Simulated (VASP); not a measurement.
# AlN (P6_3/mmc) in VASP: notebook

AlN is run at these levels: PBEsol; tasks: single point.

All numbers are computed with VASP 6.6.1; they aren't measurements. Logs are shortened: lines on timing, memory, paths and dates and some standing lists are left out, and cuts for length are marked.

## (1) The cell of the first run

The structure is hexagonal, space group P6_3/mmc (No. 194). The conventional cell has a = 3.222 Å, b = 3.222 Å, c = 4.099 Å, α = 90.00°, β = 90.00°, γ = 120.00°. Within 2.5 Å of Al (site symmetry -6m2) lie 5 N at 1.86 to 2.05 Å. N (site symmetry -6m2) has 5 Al at 1.86 to 2.05 Å within 2.5 Å.

## (2) Single point, PBEsol

The input, INCAR:

```
SYSTEM = AlN
  PREC = Accurate
  ENCUT = 520
  EDIFF = 1E-6
  ISMEAR = 0
  SIGMA = 0.05
  LREAL = .False.
  LASPH = .True.
  NELM = 100
  ALGO = Normal
  ISIF = 2
  LWAVE = .False.
  LCHARG = .False.
  GGA = PS
  NBANDS = 16
```

The input, KPOINTS:

```
Automatic mesh
0
Gamma
  9 9 6
  0 0 0
```

The input, POSCAR:

```
AlN
1.0
    3.2222000000      0.0000000000      0.0000000000
   -1.6111000000      2.7905070561      0.0000000000
    0.0000000000      0.0000000000      4.0986000000
Al N
2 2
Direct
    0.3333333333      0.6666666667      0.7500000000
    0.6666666667      0.3333333333      0.2500000000
    0.3333333333      0.6666666667      0.2500000000
    0.6666666667      0.3333333333      0.7500000000
```

Potentials or basis: VASP PAW PBE potentials, release 64 (Al, N).

On the command line:

```
> cat potpaw_PBE.64/Al/POTCAR potpaw_PBE.64/N/POTCAR > POTCAR
> mpirun -np 1 vasp_std > vasp.out
```

OUTCAR:

```text
SYSTEM = AlN
   PREC = Accurate
   ENCUT = 520
   EDIFF = 1E-6
   ISMEAR = 0
   LREAL = .False.
   LASPH = .True.
   NELM = 100
   ISIF = 2
   GGA = PS

 ion  position               nearest neighbor table
   1  0.333  0.667  0.750-   4 1.86   4 1.86   4 1.86   3 2.05   3 2.05   2 2.77   2 2.77   2 2.77
                             2 2.77   2 2.77   2 2.77
   2  0.667  0.333  0.250-   3 1.86   3 1.86   3 1.86   4 2.05   4 2.05   1 2.77   1 2.77   1 2.77
                             1 2.77   1 2.77   1 2.77
   3  0.333  0.667  0.250-   2 1.86   2 1.86   2 1.86   1 2.05   1 2.05
   4  0.667  0.333  0.750-   1 1.86   1 1.86   1 1.86   2 2.05   2 2.05

  LATTYP: Found a hexagonal cell.
 ALAT       =     3.2222000000
 C/A-ratio  =     1.2719880827

  Lattice vectors:

 A1 = (   3.2222000000,   0.0000000000,   0.0000000000)
 A2 = (  -1.6111000000,   2.7905070561,   0.0000000000)
 A3 = (   0.0000000000,   0.0000000000,   4.0986000000)

Analysis of symmetry for initial positions (statically):
=====================================================================
 Subroutine PRICEL returns:
 Original cell was already a primitive cell.

 Routine SETGRP: Setting up the symmetry group for a
 hexagonal supercell.

 Subroutine GETGRP returns: Found 24 space group operations
 (whereof 12 operations were pure point group operations)
 out of a pool of 24 trial point group operations.

The static configuration has the point symmetry D_3d.
 The point group associated with its full space group is D_6h.

Analysis of symmetry for dynamics (positions and initial velocities):
=====================================================================
 Subroutine PRICEL returns:
 Original cell was already a primitive cell.

 Routine SETGRP: Setting up the symmetry group for a
 hexagonal supercell.

 Subroutine GETGRP returns: Found 24 space group operations
 (whereof 12 operations were pure point group operations)
 out of a pool of 24 trial point group operations.

The dynamic configuration has the point symmetry D_3d.
 The point group associated with its full space group is D_6h.

 Subroutine INISYM returns: Found 24 space group operations
 (whereof 12 operations are pure point group operations),
 and found     1 'primitive' translations

----------------------------------------------------------------------------------------

                                     Primitive cell

  volume of cell :      36.8529

  direct lattice vectors                    reciprocal lattice vectors
     3.222200000  0.000000000  0.000000000     0.310346968  0.179178905  0.000000000
    -1.611100000  2.790507056  0.000000000     0.000000000  0.358357811  0.000000000
     0.000000000  0.000000000  4.098600000     0.000000000  0.000000000  0.243985751

  length of vectors
     3.222200000  3.222200000  4.098600000     0.358357811  0.358357811  0.243985751

  position of ions in fractional coordinates (direct lattice)
     0.333333333  0.666666667  0.750000000
     0.666666667  0.333333333  0.250000000
     0.333333333  0.666666667  0.250000000
     0.666666667  0.333333333  0.750000000

  ion indices of the primitive-cell ions
   primitive index   ion index
                 1           1
                 2           2
                 3           3
                 4           4

----------------------------------------------------------------------------------------

 KPOINTS: Automatic mesh

Automatic generation of k-mesh.
 Grid dimensions read from file:
 generate k-points for:    9    9    6

 Generating k-lattice:

  Cartesian coordinates                     Fractional coordinates (reciprocal lattice)
     0.034482996  0.019908767  0.000000000     0.111111111  0.000000000  0.000000000
     0.000000000  0.039817535  0.000000000     0.000000000  0.111111111  0.000000000
     0.000000000  0.000000000  0.040664292     0.000000000  0.000000000  0.166666667

  Length of vectors
     0.039817535  0.039817535  0.040664292

  Shift w.r.t. Gamma in fractional coordinates (k-lattice)
     0.000000000  0.000000000  0.000000000

 Subroutine IBZKPT returns following result:
 ===========================================

 Found     48 irreducible k-points:

 Following reciprocal coordinates:
            Coordinates               Weight
  0.000000  0.000000  0.000000      1.000000
  0.111111  0.000000  0.000000      6.000000
  0.222222 -0.000000  0.000000      6.000000
  0.333333  0.000000  0.000000      6.000000
  0.444444 -0.000000  0.000000      6.000000
  0.111111  0.111111  0.000000      6.000000
[... 16 lines left out ...]
  0.333333  0.222222  0.166667     24.000000
  0.333333  0.333333  0.166667      4.000000
 [... further k-points ...]
   k-points           NKPTS =     48   k-points in BZ     NKDIM =     48   number of bands    NBANDS=     16
   number of dos      NEDOS =    301   number of ions     NIONS =      4
   total plane-waves  NPLWV =  17280
   dimension x,y,z NGX =    24 NGY =   24 NGZ =   30
   dimension x,y,z NGXF=    48 NGYF=   48 NGZF=   60
   ions per type =               2   2
   NGX,Y,Z   is equivalent  to a cutoff of  12.38, 12.38, 12.17 a.u.
   NGXF,Y,Z  is equivalent  to a cutoff of  24.77, 24.77, 24.34 a.u.
 SYSTEM =  AlN
   PREC   = accura    normal or accurate (medium, high low for compatibility)
   ISTART =      0    job   : 0-new  1-cont  2-samecut
   ICHARG =      2    charge: 1-file 2-atom 10-const
   ISPIN  =      1    spin polarized calculation?
   LNONCOLLINEAR =      F non collinear calculations
   LSORBIT =      F    spin-orbit coupling
   LASPH  =      T    aspherical Exc in radial PAW
   ENCUT  =  520.0 eV  38.22 Ry    6.18 a.u.   5.99  5.99  7.62*2*pi/ulx,y,z
   NELM   =    100;   NELMIN=  2; NELMDL= -5     # of ELM steps
   EDIFF  = 0.1E-05   stopping-criterion for ELM
   LREAL  =      F    real-space projection
   EDIFFG = 0.1E-04   stopping-criterion for IOM
   NSW    =      0    number of steps for IOM
   IBRION =     -1    ionic relax: 0-MD 1-quasi-New 2-CG
   NFREE  =      0    steps in history (QN), initial steepest desc. (CG)
   ISIF   =      2    stress and relaxation
   ISYM   =      2    0-nonsym 1-usesym 2-fastsym
   POTIM  = 0.5000    time-step for ionic-motion
   TEBEG  =    0.0;   TEEND  =   0.0 temperature during run
   PSTRESS=    0.0 pullay stress
   NELECT =      16.0000    total number of electrons
   NUPDOWN=      -1.0000    fix difference up-down
   EMIN   =  10.00;   EMAX   =-10.00  energy-range for DOS
   EFERMI =   0.00;   METHOD = LEGACY
   ISMEAR =     0;   SIGMA  =   0.05  broadening in eV -4-tet -1-fermi 0-gaus
   EFERMI_NEDOS =   21; number of points for ismear=-14 and -15
   IALGO  =     38    algorithm
   IMIX   =      4    mixing-type and parameters
     AMIX     =   0.40;   BMIX     =  1.00
     AMIX_MAG =   1.60;   BMIX_MAG =  1.00
  volume/ion in A,a.u.               =       9.21        62.17
  Fermi-wavevector in a.u.,A,eV,Ry     =   1.239627  2.342556 20.907742  1.536676
  Thomas-Fermi vector in A             =   2.374102
   LORBIT       =      0    0 simple, 1 ext, 2 COOP (PROOUT), +10 PAW based schemes
   GGA     = PS    functional components
   LHFCALC =     F    Hartree Fock is set to
   AEXX    =    0.0000 exact exchange contribution
   IVDW    =     0    specifies the selected vdW correction
   LEPSILON=     F    determine dielectric tensor
   LRPA    =     F    only Hartree local field effects (RPA)
 non-spin polarized calculation
 Gauss-broadening in eV      SIGMA  =   0.05
  energy-cutoff  :      520.00
  volume of cell :       36.85
 maximum number of plane-waves:      1008
 NGX is ok and might be reduce to    24
   NGX = 11   NGY = 11   NGZ = 15

 number of electron      16.0000007 magnetization

 Free energy of the ion-electron system (eV)
  ---------------------------------------------------
  ext. energy  EPLUGINS =         0.00000000
  ---------------------------------------------------
  free energy    TOTEN  =       -30.84057650 eV

  energy without entropy =      -30.84057650  energy(sigma->0) =      -30.84057650

 E-fermi :   9.0731     XC(G=0): -11.6978

 val. band max:        8.7764262176   @ k =   0.0000   0.0000   0.0000
 cond. band min:      12.5168216187   @ k =   0.0000   0.0000   0.0000
 fundamental gap:      3.7403954011
 Fermi energy:         9.0730775602

 k-point     1 :       0.0000    0.0000    0.0000
  band No.  band energies     occupation
      1      -8.6307      2.00000
      2      -4.6020      2.00000
      3       1.3316      2.00000
      4       5.2626      2.00000
      5       5.2626      2.00000
      6       6.9724      2.00000
[... 8 lines left out ...]
     15      20.8588      0.00000
     16      21.0163      0.00000

 k-point     2 :       0.1111    0.0000    0.0000
  band No.  band energies     occupation
      1      -8.4762      2.00000
      2      -4.5934      2.00000
      3       1.4937      2.00000
      4       4.7330      2.00000
      5       5.0475      2.00000
      6       6.4861      2.00000
[... 8 lines left out ...]
     15      20.2332      0.00000
     16      20.9186      0.00000

 k-point     3 :       0.2222   -0.0000    0.0000
  band No.  band energies     occupation
      1      -8.0320      2.00000
      2      -4.6210      2.00000
      3       1.9670      2.00000
      4       3.5815      2.00000
      5       4.6138      2.00000
      6       5.5754      2.00000
[... 8 lines left out ...]
     15      19.4020      0.00000
     16      21.6118      0.00000
[... 362 lines left out ...]
 k-point    23 :       0.3333    0.2222    0.1667
  band No.  band energies     occupation
      1      -6.2474      2.00000
      2      -5.3615      2.00000
      3       1.7458      2.00000
      4       2.6196      2.00000
      5       3.4590      2.00000
      6       5.2854      2.00000
[... 8 lines left out ...]
     15      20.9663      0.00000
     16      22.8102      0.00000

 k-point    24 :       0.3333    0.3333    0.1667
  band No.  band energies     occupation
      1      -5.7433      2.00000
      2      -5.7433      2.00000
      3       1.7003      2.00000
      4       2.9047      2.00000
      5       2.9047      2.00000
      6       5.4468      2.00000
[... 8 lines left out ...]
     15      20.4873      0.00000
     16      22.5332      0.00000

 [... further k-points ...]

------------------------ aborting loop because EDIFF is reached ----------------------------------------

  FORCE on cell =-STRESS in cart. coord.  units (eV):
  Direction    XX          YY          ZZ          XY          YZ          ZX
  --------------------------------------------------------------------------------------
  -------------------------------------------------------------------------------------
  Total        3.8836147      3.8836147      2.4019223      0.0000000      0.0000000      0.0000000
  in kB      168.8400853    168.8400853    104.4235349      0.0000000      0.0000000      0.0000000
  external PRESSURE =     147.3679018 kB  Pullay stress =       0.0000000 kB

 VOLUME and BASIS-vectors are now :
 -----------------------------------------------------------------------------
  energy-cutoff  :      520.00
  volume of cell :       36.85
      direct lattice vectors                 reciprocal lattice vectors
     3.222200000  0.000000000  0.000000000     0.310346968  0.179178905  0.000000000
    -1.611100000  2.790507056  0.000000000     0.000000000  0.358357811  0.000000000
     0.000000000  0.000000000  4.098600000     0.000000000  0.000000000  0.243985751

 POSITION                                       TOTAL-FORCE (eV/Angst)
 -----------------------------------------------------------------------------------
     -0.00000      1.86034      3.07395        -0.000000      0.000000      0.000000
      1.61110      0.93017      1.02465         0.000000     -0.000000      0.000000
     -0.00000      1.86034      1.02465        -0.000000      0.000000      0.000000
      1.61110      0.93017      3.07395        -0.000000      0.000000      0.000000
 -----------------------------------------------------------------------------------
    total drift:                               -0.000000      0.000000      0.000000

  FREE ENERGIE OF THE ION-ELECTRON SYSTEM (eV)
  ---------------------------------------------------
  free  energy   TOTEN  =       -30.8405765039 eV

  energy  without entropy=      -30.8405765039  energy(sigma->0) =      -30.84057650
```

Run time: 19 s. Hardware: 1 thread of AMD EPYC 7R13 (Zen 3), shared host; peak memory 0.12 GiB.

Results:

| Quantity | Value |
| --- | --- |
| Free energy | -30.8406 eV |
| Pressure | 14.7 GPa |
| Band gap on the k mesh | 3.74 eV |

Caveat: the cell stands under pressure; the PAW data sets were made with another functional, which shifts forces and pressure a little; an odd mesh through Γ misses points on the zone boundary, where band edges can lie.

## (3) Single point, PBEsol

This run uses another cell than the first one, of 9.15 Å³/atom.

The input, INCAR:

```
PREC = Accurate ; ENCUT = 520
EDIFF = 1E-7 ; ISMEAR = 0
SIGMA = 0.05 ; LREAL = False
LASPH = True ; NELM = 60
ALGO = Normal ; ISIF = 2
LWAVE = False ; LCHARG = False
GGA = PS ; NBANDS = 16
```

The input, KPOINTS:

```
regular mesh
0
Gamma
  9 9 6
```

The input, POSCAR:

```
AlN
1.0
    3.2618000000      0.0000000000      0.0000000000
   -1.6309000000      2.8248016620      0.0000000000
    0.0000000000      0.0000000000      3.9744000000
Al N
2 2
Direct
    0.3333333333      0.6666666667      0.7500000000
    0.6666666667      0.3333333333      0.2500000000
    0.3333333333      0.6666666667      0.2500000000
    0.6666666667      0.3333333333      0.7500000000
```

Potentials or basis: VASP PAW PBE potentials, release 64 (Al, N).

On the command line:

```
> cat potpaw_PBE.64/Al/POTCAR potpaw_PBE.64/N/POTCAR > POTCAR
> mpirun -np 1 vasp_std > vasp.out
```

Wall time 19 s (1 thread of AMD EPYC 7R13 (Zen 3), shared host); peak memory 0.12 GiB.

The run converged. Its results:

* Free energy: -30.8197 eV
* Pressure: 15.6 GPa
* Band gap on the k mesh: 3.86 eV

Stress tensor (GPa, compression positive):
```
13.42  0.00  0.00
 0.00 13.42  0.00
 0.00  0.00 19.86
```

Levels at points of the mesh, in eV from the valence-band top:
```tsv
k point	band 4	band 5	band 6	band 7	band 8	band 9	band 10	band 11	band 12	band 13
(0.00, 0.00, 0.00)	-3.51	-3.51	-1.57	-1.57	0.00	3.86	5.03	8.53	8.53	12.03
(0.00, 0.00, 0.50)	-3.75	-2.59	-2.59	-2.59	-2.59	6.16	6.16	8.59	8.59	8.59
```

Caveat: the cell stands under pressure; the PAW data sets were made with another functional, which shifts forces and pressure a little; an odd mesh through Γ misses points on the zone boundary, where band edges can lie.
